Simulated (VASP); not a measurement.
# CdSe (I-4m2) in VASP: single point with PBE

Aim: the single point of CdSe with PBE.

Everything below comes from runs of VASP 6.6.1. Logs are shortened: lines on timing, memory, paths and dates and some standing lists are left out, and cuts for length are marked.

## Step 1: The cell of the first run

The structure is tetragonal, space group I-4m2 (No. 119). The conventional cell has a = 4.472 Å, b = 4.472 Å, c = 6.141 Å, α = 90.00°, β = 90.00°, γ = 90.00°. Within 3.6 Å of Cd (site symmetry -4m2) lie 4 Se at 2.71 Å. Within 3.6 Å of Se (site symmetry -4m2) lie 4 Cd at 2.71 Å.

## Step 2: Single point, PBE (equal xx and yy strain of +3 %)

Input file INCAR:

```
SYSTEM = CdSe
PREC     = Accurate       ! precision mode
ENCUT    = 520            ! plane-wave cutoff, eV
EDIFF    = 1E-6           ! SCF threshold, eV
ISMEAR   = -1             ! smearing method
SIGMA    = 0.03           ! smearing width, eV
LREAL    = .False.        ! projectors in reciprocal space
LASPH    = .True.         ! aspherical terms in the spheres
NELM     = 80             ! most SCF steps
ALGO     = Normal         ! electronic algorithm
ISIF     = 2              ! what is computed and relaxed
LWAVE    = .False.        ! write WAVECAR
LCHARG   = .False.        ! write CHGCAR
GGA      = PE             ! functional
NBANDS   = 16             ! bands
```

Input file KPOINTS:

```
Automatic mesh
0
Gamma
  8 8 8
  0 0 0
```

Input file POSCAR:

```
CdSe
1.0
    0.0000000000      3.1623793346      3.0702711986
    3.1623793346      0.0000000000      3.0702711986
    3.1623793346      3.1623793346      0.0000000000
Cd Se
1 1
Direct
    0.0000000000      0.0000000000      0.0000000000
    0.2500000000      0.2500000000      0.2500000000
```

Potentials or basis: VASP PAW PBE potentials, release 64 (Cd, Se).

Started as:

```bash
$ cat potpaw_PBE.64/Cd/POTCAR potpaw_PBE.64/Se/POTCAR > POTCAR
$ mpirun -np 1 vasp_std > vasp.out
```

OUTCAR:

```text
SYSTEM = CdSe
   PREC = Accurate
   ENCUT = 520
   EDIFF = 1E-6
   ISMEAR = -1
   LREAL = .False.
   LASPH = .True.
   NELM = 80
   ISIF = 2
   GGA = PE

 ion  position               nearest neighbor table
   1  0.000  0.000  0.000-   2 2.71   2 2.71   2 2.71   2 2.71
   2  0.250  0.250  0.250-   1 2.71   1 2.71   1 2.71   1 2.71

  LATTYP: Found a body centered tetragonal cell.
 ALAT       =     4.4722797444
 C/A-ratio  =     1.3730228761

  Lattice vectors:

 A1 = (   0.0000000000,  -3.1623793346,  -3.0702711986)
 A2 = (   0.0000000000,   3.1623793346,  -3.0702711986)
 A3 = (   3.1623793346,   0.0000000000,   3.0702711986)

Analysis of symmetry for initial positions (statically):
=====================================================================
 Subroutine PRICEL returns:
 Original cell was already a primitive cell.

 Routine SETGRP: Setting up the symmetry group for a
 body centered tetragonal supercell.

 Subroutine GETGRP returns: Found  8 space group operations
 (whereof  8 operations were pure point group operations)
 out of a pool of 16 trial point group operations.

The static configuration has the point symmetry D_2d.

Analysis of symmetry for dynamics (positions and initial velocities):
=====================================================================
 Subroutine PRICEL returns:
 Original cell was already a primitive cell.

 Routine SETGRP: Setting up the symmetry group for a
 body centered tetragonal supercell.

 Subroutine GETGRP returns: Found  8 space group operations
 (whereof  8 operations were pure point group operations)
 out of a pool of 16 trial point group operations.

The dynamic configuration has the point symmetry D_2d.

 Subroutine INISYM returns: Found  8 space group operations
 (whereof  8 operations are pure point group operations),
 and found     1 'primitive' translations

----------------------------------------------------------------------------------------

                                     Primitive cell

  volume of cell :      61.4094

  direct lattice vectors                    reciprocal lattice vectors
     0.000000000  3.162379335  3.070271199    -0.158108799  0.158108799  0.162852063
     3.162379335  0.000000000  3.070271199     0.158108799 -0.158108799  0.162852063
     3.162379335  3.162379335  0.000000000     0.158108799  0.158108799 -0.162852063

  length of vectors
     4.407630689  4.407630689  4.472279744     0.276618111  0.276618111  0.276618111

  position of ions in fractional coordinates (direct lattice)
     0.000000000  0.000000000  0.000000000
     0.250000000  0.250000000  0.250000000

  ion indices of the primitive-cell ions
   primitive index   ion index
                 1           1
                 2           2

----------------------------------------------------------------------------------------

 KPOINTS: Automatic mesh

Automatic generation of k-mesh.
 Grid dimensions read from file:
 generate k-points for:    8    8    8

 Generating k-lattice:

  Cartesian coordinates                     Fractional coordinates (reciprocal lattice)
    -0.019763600  0.019763600  0.020356508     0.125000000  0.000000000  0.000000000
     0.019763600 -0.019763600  0.020356508     0.000000000  0.125000000  0.000000000
     0.019763600  0.019763600 -0.020356508    -0.000000000 -0.000000000  0.125000000

  Length of vectors
     0.034577264  0.034577264  0.034577264

  Shift w.r.t. Gamma in fractional coordinates (k-lattice)
     0.000000000  0.000000000  0.000000000

 Subroutine IBZKPT returns following result:
 ===========================================

 Found     59 irreducible k-points:

 Following reciprocal coordinates:
            Coordinates               Weight
  0.000000  0.000000  0.000000      1.000000
  0.125000  0.000000  0.000000      8.000000
  0.250000  0.000000  0.000000      8.000000
  0.375000 -0.000000  0.000000      8.000000
  0.500000  0.000000  0.000000      4.000000
  0.125000  0.125000  0.000000      2.000000
[... 16 lines left out ...]
  0.250000 -0.000000  0.125000     16.000000
  0.375000 -0.000000  0.125000     16.000000
 [... further k-points ...]
   k-points           NKPTS =     59   k-points in BZ     NKDIM =     59   number of bands    NBANDS=     16
   number of dos      NEDOS =    301   number of ions     NIONS =      2
   total plane-waves  NPLWV =  46656
   dimension x,y,z NGX =    36 NGY =   36 NGZ =   36
   dimension x,y,z NGXF=    72 NGYF=   72 NGZF=   72
   ions per type =               1   1
   NGX,Y,Z   is equivalent  to a cutoff of  13.58, 13.58, 13.38 a.u.
   NGXF,Y,Z  is equivalent  to a cutoff of  27.16, 27.16, 26.76 a.u.
 SYSTEM =  CdSe
   PREC   = accura    normal or accurate (medium, high low for compatibility)
   ISTART =      0    job   : 0-new  1-cont  2-samecut
   ICHARG =      2    charge: 1-file 2-atom 10-const
   ISPIN  =      1    spin polarized calculation?
   LNONCOLLINEAR =      F non collinear calculations
   LSORBIT =      F    spin-orbit coupling
   LASPH  =      T    aspherical Exc in radial PAW
   ENCUT  =  520.0 eV  38.22 Ry    6.18 a.u.   8.20  8.20  8.32*2*pi/ulx,y,z
   NELM   =     80;   NELMIN=  2; NELMDL= -5     # of ELM steps
   EDIFF  = 0.1E-05   stopping-criterion for ELM
   LREAL  =      F    real-space projection
   EDIFFG = 0.1E-04   stopping-criterion for IOM
   NSW    =      0    number of steps for IOM
   IBRION =     -1    ionic relax: 0-MD 1-quasi-New 2-CG
   NFREE  =      0    steps in history (QN), initial steepest desc. (CG)
   ISIF   =      2    stress and relaxation
   ISYM   =      2    0-nonsym 1-usesym 2-fastsym
   POTIM  = 0.5000    time-step for ionic-motion
   TEBEG  =    0.0;   TEEND  =   0.0 temperature during run
   PSTRESS=    0.0 pullay stress
   NELECT =      18.0000    total number of electrons
   NUPDOWN=      -1.0000    fix difference up-down
   EMIN   =  10.00;   EMAX   =-10.00  energy-range for DOS
   EFERMI =   0.00;   METHOD = LEGACY
   ISMEAR =    -1;   SIGMA  =   0.03  broadening in eV -4-tet -1-fermi 0-gaus
   EFERMI_NEDOS =   21; number of points for ismear=-14 and -15
   IALGO  =     38    algorithm
   IMIX   =      4    mixing-type and parameters
     AMIX     =   0.40;   BMIX     =  1.00
     AMIX_MAG =   1.60;   BMIX_MAG =  1.00
  volume/ion in A,a.u.               =      30.70       207.21
  Fermi-wavevector in a.u.,A,eV,Ry     =   1.087479  2.055037 16.090386  1.182610
  Thomas-Fermi vector in A             =   2.223639
   LORBIT       =      0    0 simple, 1 ext, 2 COOP (PROOUT), +10 PAW based schemes
   GGA     = PE    functional components
   LHFCALC =     F    Hartree Fock is set to
   AEXX    =    0.0000 exact exchange contribution
   IVDW    =     0    specifies the selected vdW correction
   LEPSILON=     F    determine dielectric tensor
   LRPA    =     F    only Hartree local field effects (RPA)
 non-spin polarized calculation
  energy-cutoff  :      520.00
  volume of cell :       61.41
 maximum number of plane-waves:      1672
 NGX is ok and might be reduce to    36
   NGX = 17   NGY = 17   NGZ = 17

 number of electron      18.0000005 magnetization

 Free energy of the ion-electron system (eV)
  ---------------------------------------------------
  ext. energy  EPLUGINS =         0.00000000
  ---------------------------------------------------
  free energy    TOTEN  =        -5.49178184 eV

  energy without entropy =       -5.49177764  energy(sigma->0) =       -5.49177974

 E-fermi :   0.5264     XC(G=0):  -8.4939

 val. band max:        0.3374788248   @ k =   0.0000   0.0000   0.0000
 cond. band min:       0.7077884062   @ k =   0.0000   0.0000   0.0000
 fundamental gap:      0.3703095813
 Fermi energy:         0.5264168461

 k-point     1 :       0.0000    0.0000    0.0000
  band No.  band energies     occupation
      1     -11.8550      2.00000
      2      -7.3984      2.00000
      3      -7.3984      2.00000
      4      -7.3870      2.00000
      5      -7.1096      2.00000
      6      -7.1056      2.00000
[... 8 lines left out ...]
     15      10.9713      0.00000
     16      11.3598      0.00000

 k-point     2 :       0.1250    0.0000    0.0000
  band No.  band energies     occupation
      1     -11.8116      2.00000
      2      -7.3851      2.00000
      3      -7.3784      2.00000
      4      -7.3509      2.00000
      5      -7.1095      2.00000
      6      -7.1067      2.00000
[... 8 lines left out ...]
     15      10.3937      0.00000
     16      10.6503      0.00000

 k-point     3 :       0.2500    0.0000    0.0000
  band No.  band energies     occupation
      1     -11.7057      2.00000
      2      -7.3565      2.00000
      3      -7.3481      2.00000
      4      -7.2146      2.00000
      5      -7.1056      2.00000
      6      -7.1050      2.00000
[... 8 lines left out ...]
     15      10.1854      0.00000
     16      10.4431      0.00000

 k-point     4 :       0.3750   -0.0000    0.0000
  band No.  band energies     occupation
      1     -11.5988      2.00000
      2      -7.3342      2.00000
      3      -7.3239      2.00000
      4      -7.1000      2.00000
      5      -7.0928      2.00000
      6      -7.0001      2.00000
[... 8 lines left out ...]
     15      11.0288      0.00000
     16      11.0675      0.00000
[... 324 lines left out ...]
 k-point    22 :       0.1250    0.0000    0.1250
  band No.  band energies     occupation
      1     -11.7980      2.00000
      2      -7.3720      2.00000
      3      -7.3609      2.00000
      4      -7.3585      2.00000
      5      -7.1172      2.00000
      6      -7.1003      2.00000
[... 8 lines left out ...]
     15      10.8105      0.00000
     16      11.3804      0.00000

 k-point    23 :       0.2500   -0.0000    0.1250
  band No.  band energies     occupation
      1     -11.7137      2.00000
      2      -7.3500      2.00000
      3      -7.3339      2.00000
      4      -7.2564      2.00000
      5      -7.1187      2.00000
      6      -7.0944      2.00000
[... 8 lines left out ...]
     15      11.1001      0.00000
     16      11.5661      0.00000

 k-point    24 :       0.3750   -0.0000    0.1250
  band No.  band energies     occupation
      1     -11.6073      2.00000
      2      -7.3283      2.00000
      3      -7.3074      2.00000
      4      -7.1336      2.00000
      5      -7.0904      2.00000
      6      -7.0354      2.00000
[... 8 lines left out ...]
     15      11.1143      0.00000
     16      11.6406      0.00000

 [... further k-points ...]

------------------------ aborting loop because EDIFF is reached ----------------------------------------

  FORCE on cell =-STRESS in cart. coord.  units (eV):
  Direction    XX          YY          ZZ          XY          YZ          ZX
  --------------------------------------------------------------------------------------
  -------------------------------------------------------------------------------------
  Total       -0.5023334     -0.5023334     -0.3034345      0.0000000      0.0000000      0.0000000
  in kB      -13.1059352    -13.1059352     -7.9166402      0.0000000      0.0000000      0.0000000
  external PRESSURE =     -11.3761702 kB  Pullay stress =       0.0000000 kB

 VOLUME and BASIS-vectors are now :
 -----------------------------------------------------------------------------
  energy-cutoff  :      520.00
  volume of cell :       61.41
      direct lattice vectors                 reciprocal lattice vectors
     0.000000000  3.162379335  3.070271199    -0.158108799  0.158108799  0.162852063
     3.162379335  0.000000000  3.070271199     0.158108799 -0.158108799  0.162852063
     3.162379335  3.162379335  0.000000000     0.158108799  0.158108799 -0.162852063

 POSITION                                       TOTAL-FORCE (eV/Angst)
 -----------------------------------------------------------------------------------
      0.00000      0.00000      0.00000        -0.000000     -0.000000     -0.000000
      1.58119      1.58119      1.53514         0.000000      0.000000      0.000000
 -----------------------------------------------------------------------------------
    total drift:                               -0.000000     -0.000000     -0.000001

  FREE ENERGIE OF THE ION-ELECTRON SYSTEM (eV)
  ---------------------------------------------------
  free  energy   TOTEN  =        -5.4917818380 eV

  energy  without entropy=       -5.4917776360  energy(sigma->0) =       -5.49177974
```

It took 85 s on 1 thread of Intel Xeon 8259CL, shared host; peak memory 0.24 GiB.

What came out:

- Free energy: -5.4918 eV
- Pressure: -1.1 GPa
- Band gap on the k mesh: 0.37 eV

Stress tensor (GPa, compression positive):
```
-1.31  0.00  0.00
 0.00 -1.31  0.00
 0.00  0.00 -0.79
```

Levels at points of the mesh, in eV from the valence-band top:
```tsv
k point	band 6	band 7	band 8	band 9	band 10	band 11	band 12	band 13
(0.00, 0.00, 0.00)	-7.44	-0.08	-0.08	0.00	0.37	5.86	5.87	5.87
(0.50, 0.00, 0.00)	-7.21	-3.96	-0.74	-0.63	2.21	6.26	6.46	7.10
(0.50, 0.50, 0.00)	-7.13	-3.65	-1.70	-1.70	3.19	3.44	8.83	9.62
(0.50, 0.00, 0.50)	-7.17	-3.80	-1.60	-1.57	3.26	3.67	8.59	9.50
```

Caveat: the cell differs from its parent crystal (equal xx and yy strain of +3 %).
